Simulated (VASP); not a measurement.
## Ta4S: single point with PBE

Ta4S, a slab with vacuum:

```
CELL_PARAMETERS angstrom
3.31897 0.00000 0.00000
0.00000 3.31897 0.00000
0.00000 0.00000 20.29966
ATOMIC_POSITIONS crystal
Ta 0.50000 0.50000 0.19705
Ta 0.00000 0.00000 0.27880
Ta 0.50000 0.50000 0.35991
Ta 0.00000 0.00000 0.43349
S 0.00000 0.12500 0.54176
```

- Program: VASP 6.6.1
- Task: single point
- Functional: PBE
- Potentials or basis: VASP PAW PBE potentials, release 64 (Ta_pv, S)
- Cutoff: 520 eV
- k mesh: 8 × 8 × 1
- Occupations: gaussian, width 0.1 eV
- Spin: no spin polarisation

```yaml
Largest_force: 2.233 eV/Å
Band_gap_on_the_k_mesh: zero (bands 25 and 26 overlap by 0.98 eV)
```

Forces on the atoms (eV/Å):
```
Ta   0.000  0.002  1.177
Ta   0.000  0.025 -1.449
Ta   0.000 -0.221 -1.969
Ta   0.000 -0.059  2.233
S    0.000  0.254  0.008
```

Levels at points of the mesh, in eV from the Fermi level:
```
           k point  band 21  band 22  band 23  band 24  band 25  band 26  band 27  band 28  band 29  band 30
(0.00, 0.00, 0.00)    -0.32    -0.25    -0.11     0.25     0.40     0.40     0.64     1.10     1.12     1.78
(0.50, 0.00, 0.00)    -1.30    -0.98    -0.98    -0.05     0.35     0.47     0.99     1.00     1.05     1.89
(0.00, 0.50, 0.00)    -1.30    -1.07    -0.91    -0.05     0.33     0.43     0.96     0.99     1.11     1.97
(0.50, 0.50, 0.00)    -1.66    -1.35    -1.24    -1.05    -0.18    -0.07     2.00     2.02     2.37     3.47
```

Run time: 16 min on 1 thread of Intel Xeon 8259CL, with other jobs on the host, peak memory 0.43 GiB.

Caveat: spin-orbit coupling is left out, which moves the levels of the heavy elements.
